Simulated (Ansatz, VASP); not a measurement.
## AlGa2Sb3 in VASP and in Ansatz

```
Al Ga Sb
1.0
     4.38265    0.00000    0.00000
    -2.19132    3.79549    0.00000
     0.00000    0.00000   21.66547
Al Ga Sb
2 4 6
Direct
  0.66667 0.33333 0.83320
  0.33333 0.66667 0.33320
  0.66667 0.33333 0.16677
  0.66667 0.33333 0.50037
  0.33333 0.66667 0.00037
  0.33333 0.66667 0.66677
  0.66667 0.33333 0.29141
  0.66667 0.33333 0.62492
  0.66667 0.33333 0.95822
  0.33333 0.66667 0.12492
  0.33333 0.66667 0.45822
  0.33333 0.66667 0.79141
```

Alike in both runs: task single point; functional PBE; k mesh 6 × 6 × 1; occupations gaussian, width 0.2 eV; no spin polarisation.

|  | VASP | Ansatz |
| --- | --- | --- |
| version | VASP 6.6.1 | Ansatz 0.2.0 |
| potentials or method | VASP PAW PBE potentials, release 64 (Al, Ga_d, Sb), cutoff 520 eV | scalar-relativistic, plane waves, PAW |
| valence electrons in the cell | 88 | 148 |

|  | VASP | Ansatz | Ansatz less VASP |
| --- | --- | --- | --- |
| gap on the k mesh at the Fermi level (eV) | none | none | - |
| pressure (GPa) | 0.2 | 0.1 | -0.11 |
| traceless stress, the component that is largest in VASP (GPa) | -0.07 | -0.07 | +0.002 |
| rms of the force components (eV/Å) | 0.006 | 0.005 | -0.0015 |

Atom by atom the forces differ by 0.003 eV/Å (rms over components). A gap of «none» marks a metal or a gap that the smearing closes. VASP's potentials hold 88 valence electrons a cell and Ansatz's 148, so a difference there can come from the potentials and not from the codes.

Neither program's run includes spin-orbit coupling.
